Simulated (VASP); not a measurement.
# WSe2 (P-6m2) in VASP: notebook

WSe2 is run at these levels: PBE+D3(BJ); tasks: single point.

Everything below comes from runs of VASP 6.6.1. Logs are shortened: lines on timing, memory, paths and dates and some standing lists are left out, and cuts for length are marked.

### Step 1. The cell of the first run

The structure is hexagonal, space group P-6m2 (No. 187). Conventional cell: a = 3.380 Å, b = 3.380 Å, c = 6.595 Å, α = 90.00°, β = 90.00°, γ = 120.00°. W (site symmetry -6m2) has 6 Se at 2.56 Å and 6 W at 3.38 Å within 3.4 Å. Within 3.4 Å of Se (site symmetry 3m) lie 3 W at 2.56 Å and 8 Se at 3.27 to 3.38 Å.

### Step 2. Single point, PBE+D3(BJ)

File INCAR:

```
ALGO     = Normal         # electronic algorithm
EDIFF    = 1E-7           # SCF threshold, eV
ENCUT    = 520            # plane-wave cutoff, eV
GGA      = PE             # functional
ISIF     = 2              # what is computed and relaxed
ISMEAR   = 0              # smearing method
IVDW     = 12             # dispersion correction
LASPH    = T              # aspherical terms in the spheres
LCHARG   = T              # write CHGCAR
LELF     = T              # ELF
LREAL    = F              # projectors in reciprocal space
LVHAR    = T            
LWAVE    = F              # write WAVECAR
NBANDS   = 20             # bands
NELM     = 60             # most SCF steps
PREC     = Accurate       # precision mode
SIGMA    = 0.05           # smearing width, eV
```

File KPOINTS:

```
k-points
0
Gamma
  9 9 4
```

File POSCAR:

```
WSe2
1.0
    3.3795566996      0.0000000000      0.0000000000
   -1.6897783498      2.9267819554      0.0000000000
    0.0000000000      0.0000000000      6.5948669437
W Se
1 2
Direct
    0.0000000000      0.0000000000      0.0000000000
    0.3333333333      0.6666666667      0.2524432937
    0.3333333333      0.6666666667      0.7475567063
```

Potentials or basis: VASP PAW PBE potentials, release 64 (W_sv, Se).

The run is started by

```console
$ cat potpaw_PBE.64/W_sv/POTCAR potpaw_PBE.64/Se/POTCAR > POTCAR
$ mpirun -np 1 vasp_std > vasp.out
```

OUTCAR:

```text
EDIFF = 1E-7
   ENCUT = 520
   GGA = PE
   ISIF = 2
   ISMEAR = 0
   IVDW = 12
   LASPH = T
   LREAL = F
   NELM = 60
   PREC = Accurate
 IVDW          = 12

 ion  position               nearest neighbor table
   1  0.000  0.000  0.000-   2 2.56   3 2.56   2 2.56   3 2.56   2 2.56   3 2.56
   2  0.333  0.667  0.252-   1 2.56   1 2.56   1 2.56
   3  0.333  0.667  0.748-   1 2.56   1 2.56   1 2.56

  LATTYP: Found a hexagonal cell.
 ALAT       =     3.3795566996
 C/A-ratio  =     1.9514000000

  Lattice vectors:

 A1 = (   3.3795566996,   0.0000000000,   0.0000000000)
 A2 = (  -1.6897783498,   2.9267819554,   0.0000000000)
 A3 = (   0.0000000000,   0.0000000000,   6.5948669437)

Analysis of symmetry for initial positions (statically):
=====================================================================
 Subroutine PRICEL returns:
 Original cell was already a primitive cell.

 Routine SETGRP: Setting up the symmetry group for a
 hexagonal supercell.

 Subroutine GETGRP returns: Found 12 space group operations
 (whereof 12 operations were pure point group operations)
 out of a pool of 24 trial point group operations.

The static configuration has the point symmetry D_3h.

Analysis of symmetry for dynamics (positions and initial velocities):
=====================================================================
 Subroutine PRICEL returns:
 Original cell was already a primitive cell.

 Routine SETGRP: Setting up the symmetry group for a
 hexagonal supercell.

 Subroutine GETGRP returns: Found 12 space group operations
 (whereof 12 operations were pure point group operations)
 out of a pool of 24 trial point group operations.

The dynamic configuration has the point symmetry D_3h.

 Subroutine INISYM returns: Found 12 space group operations
 (whereof 12 operations are pure point group operations),
 and found     1 'primitive' translations

----------------------------------------------------------------------------------------

                                     Primitive cell

  volume of cell :      65.2313

  direct lattice vectors                    reciprocal lattice vectors
     3.379556700  0.000000000  0.000000000     0.295896796  0.170836095  0.000000000
    -1.689778350  2.926781955  0.000000000     0.000000000  0.341672190  0.000000000
     0.000000000  0.000000000  6.594866944     0.000000000  0.000000000  0.151633082

  length of vectors
     3.379556700  3.379556700  6.594866944     0.341672190  0.341672190  0.151633082

  position of ions in fractional coordinates (direct lattice)
     0.000000000  0.000000000  0.000000000
     0.333333333  0.666666667  0.252443294
     0.333333333  0.666666667  0.747556706

  ion indices of the primitive-cell ions
   primitive index   ion index
                 1           1
                 2           2
                 3           3

----------------------------------------------------------------------------------------

 KPOINTS: k-points

Automatic generation of k-mesh.
 Grid dimensions read from file:
 generate k-points for:    9    9    4

 Generating k-lattice:

  Cartesian coordinates                     Fractional coordinates (reciprocal lattice)
     0.032877422  0.018981788  0.000000000     0.111111111  0.000000000  0.000000000
     0.000000000  0.037963577  0.000000000     0.000000000  0.111111111  0.000000000
     0.000000000  0.000000000  0.037908270     0.000000000  0.000000000  0.250000000

  Length of vectors
     0.037963577  0.037963577  0.037908270

  Shift w.r.t. Gamma in fractional coordinates (k-lattice)
     0.000000000  0.000000000  0.000000000

 Subroutine IBZKPT returns following result:
 ===========================================

 Found     36 irreducible k-points:

 Following reciprocal coordinates:
            Coordinates               Weight
  0.000000  0.000000  0.000000      1.000000
  0.111111  0.000000  0.000000      6.000000
  0.222222  0.000000  0.000000      6.000000
  0.333333  0.000000  0.000000      6.000000
  0.444444  0.000000  0.000000      6.000000
  0.111111  0.111111  0.000000      6.000000
[... 16 lines left out ...]
  0.333333  0.222222  0.250000     24.000000
  0.333333  0.333333  0.250000      4.000000
 [... further k-points ...]
   k-points           NKPTS =     36   k-points in BZ     NKDIM =     36   number of bands    NBANDS=     20
   number of dos      NEDOS =    301   number of ions     NIONS =      3
   total plane-waves  NPLWV =  39200
   dimension x,y,z NGX =    28 NGY =   28 NGZ =   50
   dimension x,y,z NGXF=    56 NGYF=   56 NGZF=  100
   ions per type =               1   2
   NGX,Y,Z   is equivalent  to a cutoff of  13.77, 13.77, 12.60 a.u.
   NGXF,Y,Z  is equivalent  to a cutoff of  27.55, 27.55, 25.21 a.u.
 SYSTEM =  unknown system
   PREC   = accura    normal or accurate (medium, high low for compatibility)
   ISTART =      0    job   : 0-new  1-cont  2-samecut
   ICHARG =      2    charge: 1-file 2-atom 10-const
   ISPIN  =      1    spin polarized calculation?
   LNONCOLLINEAR =      F non collinear calculations
   LSORBIT =      F    spin-orbit coupling
   LASPH  =      T    aspherical Exc in radial PAW
   ENCUT  =  520.0 eV  38.22 Ry    6.18 a.u.   6.28  6.28 12.26*2*pi/ulx,y,z
   NELM   =     60;   NELMIN=  2; NELMDL= -5     # of ELM steps
   EDIFF  = 0.1E-06   stopping-criterion for ELM
   LREAL  =      F    real-space projection
   EDIFFG = 0.1E-05   stopping-criterion for IOM
   NSW    =      0    number of steps for IOM
   IBRION =     -1    ionic relax: 0-MD 1-quasi-New 2-CG
   NFREE  =      0    steps in history (QN), initial steepest desc. (CG)
   ISIF   =      2    stress and relaxation
   ISYM   =      2    0-nonsym 1-usesym 2-fastsym
   POTIM  = 0.5000    time-step for ionic-motion
   TEBEG  =    0.0;   TEEND  =   0.0 temperature during run
   PSTRESS=    0.0 pullay stress
   NELECT =      26.0000    total number of electrons
   NUPDOWN=      -1.0000    fix difference up-down
   EMIN   =  10.00;   EMAX   =-10.00  energy-range for DOS
   EFERMI =   0.00;   METHOD = LEGACY
   ISMEAR =     0;   SIGMA  =   0.05  broadening in eV -4-tet -1-fermi 0-gaus
   EFERMI_NEDOS =   21; number of points for ismear=-14 and -15
   IALGO  =     38    algorithm
   IMIX   =      4    mixing-type and parameters
     AMIX     =   0.40;   BMIX     =  1.00
     AMIX_MAG =   1.60;   BMIX_MAG =  1.00
  volume/ion in A,a.u.               =      21.74       146.73
  Fermi-wavevector in a.u.,A,eV,Ry     =   1.204797  2.276736 19.749346  1.451536
  Thomas-Fermi vector in A             =   2.340512
   LORBIT       =      0    0 simple, 1 ext, 2 COOP (PROOUT), +10 PAW based schemes
   GGA     = PE    functional components
   LHFCALC =     F    Hartree Fock is set to
   AEXX    =    0.0000 exact exchange contribution
   IVDW    =    12    specifies the selected vdW correction
   LEPSILON=     F    determine dielectric tensor
   LRPA    =     F    only Hartree local field effects (RPA)
 non-spin polarized calculation
 Gauss-broadening in eV      SIGMA  =   0.05
  energy-cutoff  :      520.00
  volume of cell :       65.23
 maximum number of plane-waves:      1771
 NGX is ok and might be reduce to    28
   NGX = 13   NGY = 13   NGZ = 25

 number of electron      25.9999997 magnetization

 Free energy of the ion-electron system (eV)
  ---------------------------------------------------
  ext. energy  EPLUGINS =         0.00000000
  ---------------------------------------------------
  free energy    TOTEN  =       -21.42887134 eV

  energy without entropy =      -21.42887134  energy(sigma->0) =      -21.42887134

 E-fermi :   6.2011     XC(G=0): -10.3295

 val. band max:        5.7701489184   @ k =   0.0000   0.0000   0.5000
 cond. band min:       6.6089829727   @ k =   0.3333   0.3333   0.0000
 fundamental gap:      0.8388340543
 Fermi energy:         6.2011382248

 k-point     1 :       0.0000    0.0000    0.0000
  band No.  band energies     occupation
      1     -68.8737      2.00000
      2     -33.0634      2.00000
      3     -32.9974      2.00000
      4     -32.9974      2.00000
      5      -9.3972      2.00000
      6      -7.8669      2.00000
[... 12 lines left out ...]
     19      13.3827      0.00000
     20      13.6080      0.00000

 k-point     2 :       0.1111    0.0000    0.0000
  band No.  band energies     occupation
      1     -68.8729      2.00000
      2     -33.0596      2.00000
      3     -33.0176      2.00000
      4     -33.0022      2.00000
      5      -9.2344      2.00000
      6      -7.7912      2.00000
[... 12 lines left out ...]
     19      13.6471      0.00000
     20      14.2967      0.00000

 k-point     3 :       0.2222    0.0000    0.0000
  band No.  band energies     occupation
      1     -68.8708      2.00000
      2     -33.0686      2.00000
      3     -33.0500      2.00000
      4     -33.0143      2.00000
      5      -8.7878      2.00000
      6      -7.5854      2.00000
[... 12 lines left out ...]
     19      13.0770      0.00000
     20      14.5435      0.00000

 k-point     4 :       0.3333    0.0000    0.0000
  band No.  band energies     occupation
      1     -68.8686      2.00000
      2     -33.1259      2.00000
      3     -33.0390      2.00000
      4     -33.0280      2.00000
      5      -8.1966      2.00000
      6      -7.3215      2.00000
[... 12 lines left out ...]
     19      12.1209      0.00000
     20      13.5590      0.00000

 k-point     5 :       0.4444    0.0000    0.0000
  band No.  band energies     occupation
      1     -68.8671      2.00000
      2     -33.1629      2.00000
      3     -33.0370      2.00000
      4     -33.0318      2.00000
      5      -7.7359      2.00000
      6      -7.1267      2.00000
[... 12 lines left out ...]
     19      11.8130      0.00000
     20      13.1025      0.00000

 k-point     6 :       0.1111    0.1111    0.0000
  band No.  band energies     occupation
      1     -68.8715      2.00000
      2     -33.0529      2.00000
      3     -33.0514      2.00000
      4     -33.0124      2.00000
      5      -8.9291      2.00000
      6      -7.6498      2.00000
[... 12 lines left out ...]
     19      13.4723      0.00000
     20      14.2164      0.00000

 k-point     7 :       0.2222    0.1111    0.0000
  band No.  band energies     occupation
      1     -68.8693      2.00000
      2     -33.1014      2.00000
      3     -33.0426      2.00000
      4     -33.0295      2.00000
      5      -8.4046      2.00000
      6      -7.4109      2.00000
[... 12 lines left out ...]
     19      12.7065      0.00000
     20      14.4699      0.00000
[... 277 lines left out ...]
 k-point    20 :       0.3333    0.1111    0.2500
  band No.  band energies     occupation
      1     -68.8674      2.00000
      2     -33.1447      2.00000
      3     -33.0446      2.00000
      4     -33.0335      2.00000
      5      -7.7768      2.00000
      6      -7.2836      2.00000
[... 12 lines left out ...]
     19      12.9989      0.00000
     20      13.5244      0.00000

 k-point    21 :       0.4444    0.1111    0.2500
  band No.  band energies     occupation
      1     -68.8667      2.00000
      2     -33.1617      2.00000
      3     -33.0506      2.00000
      4     -33.0299      2.00000
      5      -7.5427      2.00000
      6      -7.1592      2.00000
[... 12 lines left out ...]
     19      13.2598      0.00000
     20      13.3964      0.00000

 k-point    22 :       0.2222    0.2222    0.2500
  band No.  band energies     occupation
      1     -68.8676      2.00000
      2     -33.1293      2.00000
      3     -33.0560      2.00000
      4     -33.0342      2.00000
      5      -7.8265      2.00000
      6      -7.3040      2.00000
[... 12 lines left out ...]
     19      13.2265      0.00000
     20      13.9567      0.00000

 k-point    23 :       0.3333    0.2222    0.2500
  band No.  band energies     occupation
      1     -68.8664      2.00000
      2     -33.1428      2.00000
      3     -33.0779      2.00000
      4     -33.0287      2.00000
      5      -7.4785      2.00000
      6      -7.1115      2.00000
[... 12 lines left out ...]
     19      12.4771      0.00000
     20      14.2902      0.00000

 k-point    24 :       0.3333    0.3333    0.2500
  band No.  band energies     occupation
      1     -68.8660      2.00000
      2     -33.1259      2.00000
      3     -33.1072      2.00000
      4     -33.0268      2.00000
      5      -7.3602      2.00000
      6      -7.0349      2.00000
[... 12 lines left out ...]
     19      11.5604      0.00000
     20      14.7913      0.00000

 [... further k-points ...]

------------------------ aborting loop because EDIFF is reached ----------------------------------------

 Edisp (eV)   -1.29528

 E8    (eV) :    -0.5772

  FORCE on cell =-STRESS in cart. coord.  units (eV):
  Direction    XX          YY          ZZ          XY          YZ          ZX
  --------------------------------------------------------------------------------------
  -------------------------------------------------------------------------------------
  Total      -2.68655    -2.68655     0.50323    -0.00000     0.00000     0.00000
  in kB     -65.98554   -65.98554    12.36008    -0.00000     0.00000     0.00000
  external pressure =      -39.87 kB  Pullay stress =        0.00 kB

 VOLUME and BASIS-vectors are now :
 -----------------------------------------------------------------------------
  energy-cutoff  :      520.00
  volume of cell :       65.23
      direct lattice vectors                 reciprocal lattice vectors
     3.379556700  0.000000000  0.000000000     0.295896796  0.170836095  0.000000000
    -1.689778350  2.926781955  0.000000000     0.000000000  0.341672190  0.000000000
     0.000000000  0.000000000  6.594866944     0.000000000  0.000000000  0.151633082

 POSITION                                       TOTAL-FORCE (eV/Angst)
 -----------------------------------------------------------------------------------
      0.00000      0.00000      0.00000         0.000000     -0.000000      0.000000
     -0.00000      1.95119      1.66483        -0.000000      0.000000     -0.510292
     -0.00000      1.95119      4.93004        -0.000000     -0.000000      0.510292
 -----------------------------------------------------------------------------------
    total drift:                                0.000000     -0.000000     -0.000000

  FREE ENERGIE OF THE ION-ELECTRON SYSTEM (eV)
  ---------------------------------------------------
  free  energy   TOTEN  =       -22.7241496816 eV

  energy  without entropy=      -22.7241496816  energy(sigma->0) =      -22.72414968
```

Wall time 57 s (1 thread of Intel Xeon 8259CL, shared host); peak memory 0.22 GiB.

Results:

- Free energy: -22.7241 eV
- Pressure: -4.0 GPa
- Largest force: 0.510 eV/Å
- Band gap on the k mesh: 0.84 eV (least direct gap 1.28 eV)
- Dispersion energy per atom: -0.432 eV

Forces in eV/Å, atoms in the order of the input:
```
W    0.000  0.000  0.000
Se   0.000  0.000 -0.510
Se   0.000  0.000  0.510
```

Levels at points of the mesh, in eV from the valence-band top:
```csv
k point,band 10,band 11,band 12,band 13,band 14,band 15,band 16,band 17
"(0.00, 0.00, 0.00)",-1.83,-1.83,-1.13,-1.03,2.26,2.26,2.32,2.32
"(0.00, 0.00, 0.50)",-2.91,-1.90,-1.90,0.00,2.11,2.11,2.55,2.55
```

Caveat: the cell stands under tension; spin-orbit coupling is left out, which moves the levels of the heavy elements; an odd mesh through Γ misses points on the zone boundary, where band edges can lie.

### Step 3. Single point, PBE+D3(BJ)

File INCAR:

```
SYSTEM = WSe2
ALGO = Normal
EDIFF = 1E-6
ENCUT = 520
GGA = PE
ISIF = 2
ISMEAR = 0
IVDW = 12
LASPH = .TRUE.
LCHARG = .TRUE.
LELF = .TRUE.
LREAL = .FALSE.
LVHAR = .TRUE.
LWAVE = .FALSE.
NBANDS = 20
NELM = 80
PREC = Accurate
SIGMA = 0.05
```

File KPOINTS:

```
k-points
0
G
  9 9 4
  0 0 0
```

File POSCAR:

```
WSe2
1.0
    3.3795566996      0.0000000000      0.0000000000
   -1.6897783498      2.9267819554      0.0000000000
    0.0000000000      0.0000000000      6.5948669437
W Se
1 2
Direct
    0.0000000000      0.0000000000      0.0000000000
    0.3333333333      0.6666666667      0.2286623833
    0.3333333333      0.6666666667      0.7713376167
```

Potentials or basis: VASP PAW PBE potentials, release 64 (W_sv, Se).

The run is started by

```console
$ cat potpaw_PBE.64/W_sv/POTCAR potpaw_PBE.64/Se/POTCAR > POTCAR
$ mpirun -np 1 vasp_std > vasp.out
```

Wall time 49 s (1 thread of Intel Xeon 8259CL, shared host); peak memory 0.22 GiB.

Results (log left out):

| Quantity | Value |
| --- | --- |
| Free energy | -22.3784 eV |
| Pressure | 9.4 GPa |
| Largest force | 2.889 eV/Å |
| Band gap on the k mesh | zero (bands 13 and 14 overlap by 0.05 eV) |
| Dispersion energy per atom | -0.432 eV |

Forces in eV/Å, atoms in the order of the input:
```
W    0.000  0.000  0.000
Se   0.000  0.000  2.889
Se   0.000  0.000 -2.889
```

Stress tensor (GPa, compression positive):
```
 2.94  0.00  0.00
 0.00  2.94  0.00
 0.00  0.00 22.25
```

Levels at points of the mesh, in eV from the Fermi level:
```tsv
k point	band 9	band 10	band 11	band 12	band 13	band 14	band 15	band 16	band 17	band 18
(0.00, 0.00, 0.00)	-4.11	-2.70	-2.70	-1.16	-0.88	2.12	2.12	2.54	2.54	3.48
(0.00, 0.00, 0.50)	-4.09	-3.14	-2.73	-2.73	0.08	2.01	2.01	2.71	2.71	3.89
```

Caveat: the cell stands under pressure; spin-orbit coupling is left out, which moves the levels of the heavy elements; forces of over 1 eV/Å act on the atoms, so gaps and moduli don't describe the material at rest.

[end of part 1 of 2]
